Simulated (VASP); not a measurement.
Here is a VASP 6.6.1 calculation.

File INCAR:

```
PREC = Accurate
ENCUT = 600
EDIFF = 1E-6
ISMEAR = 0
SIGMA = 0.1
LREAL = F
LASPH = T
NELM = 60
ALGO = Fast
ISIF = 4
LWAVE = F
LCHARG = F
GGA = PE
IBRION = 2
NSW = 50
EDIFFG = -0.01
```

Contents of KPOINTS:

```
regular mesh
0
Gamma
  14 14 14
```

Contents of POSCAR:

```
Sn
1.0
   -3.0224548620      3.0224548620      1.6480480910
    3.0224548620     -3.0224548620      1.6480480910
    3.0224548620      3.0224548620     -1.6480480910
Sn
2
Direct
    0.7500000000      0.2500000000      0.5000000000
    0.0000000000      0.0000000000      0.0000000000
```

Potentials or basis: VASP PAW PBE potentials, release 64 (Sn_d).

Run with:

```bash
$ cat potpaw_PBE.64/Sn_d/POTCAR > POTCAR
$ mpirun -np 1 vasp_std > vasp.out
```

Task: Estimate the band gap on the k mesh.

Result: Zero (bands 14 and 15 overlap by 3.48 eV).

Stress tensor (GPa, compression positive):
```
-2.44  0.00  0.00
 0.00 -2.44  0.00
 0.00  0.00 -2.36
```

Caveat: spin-orbit coupling is left out, which moves the levels of the heavy elements.
